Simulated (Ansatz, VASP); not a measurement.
# Two plane-wave programs on ZrC

File INCAR:

```
SYSTEM = ZrC
ALGO = Normal
EDIFF = 1E-8
ENCUT = 520
GGA = PE
ISIF = 2
ISMEAR = -1
LASPH = .True.
LCHARG = .False.
LEFG = .True.
LREAL = .False.
LWAVE = .False.
NBANDS = 15
NELM = 60
PREC = Accurate
SIGMA = 0.05
```

KPOINTS

```
k-points
0
Gamma
  15 15 15
  0 0 0
```

Contents of POSCAR:

```
ZrC
1.0
    0.0000000000      2.3657747582      2.3657747582
    2.3657747582      0.0000000000      2.3657747582
    2.3657747582      2.3657747582      0.0000000000
Zr C
1 1
Direct
    0.5000000000      0.5000000000      0.5000000000
    0.0000000000      0.0000000000      0.0000000000
```

Input for Ansatz:

```yaml
crystal:
  lattice:
    - [0.0, 2.3657747582, 2.3657747582]
    - [2.3657747582, 0.0, 2.3657747582]
    - [2.3657747582, 2.3657747582, 0.0]
  atoms:
    - { symbol: Zr, position: [0.5, 0.5, 0.5] }
    - { symbol: C, position: [0.0, 0.0, 0.0] }
kpoints:
  mp_grid: { grid: [15, 15, 15] }
scf:
  occupations: { method: fermi_dirac, width: 0.05 }
hamiltonian:
  xc: pbe
  pseudopotentials: { kind: paw }
output:
  forces: true
  stress: true
  eigenvalues: true
  efg: { contact_densities: true }
```

Change from the starting cell: volume scaled by 1.02, PAW files.

Alike in both runs: task electric field gradients; functional PBE; k mesh 15 × 15 × 15; occupations fermi-dirac, width 0.05 eV; no spin polarisation.

|  | VASP | Ansatz |
| --- | --- | --- |
| version | VASP 6.6.1 | Ansatz 0.2.0 |
| potentials or method | VASP PAW PBE potentials, release 64 (Zr_sv, C) | PAW with Ansatz's default frozen-core files, scalar-relativistic |
| plane-wave cutoff (eV) | 520 | 420 |
| valence electrons in the cell | 16 | 16 |

Ansatz gave:

```
pressure (GPa) : -3.1
```

Question: Which values does VASP return?

Answer: Pressure (GPa): -2.9.

With one functional, cell and mesh, what is left measures potentials, basis and numerics.
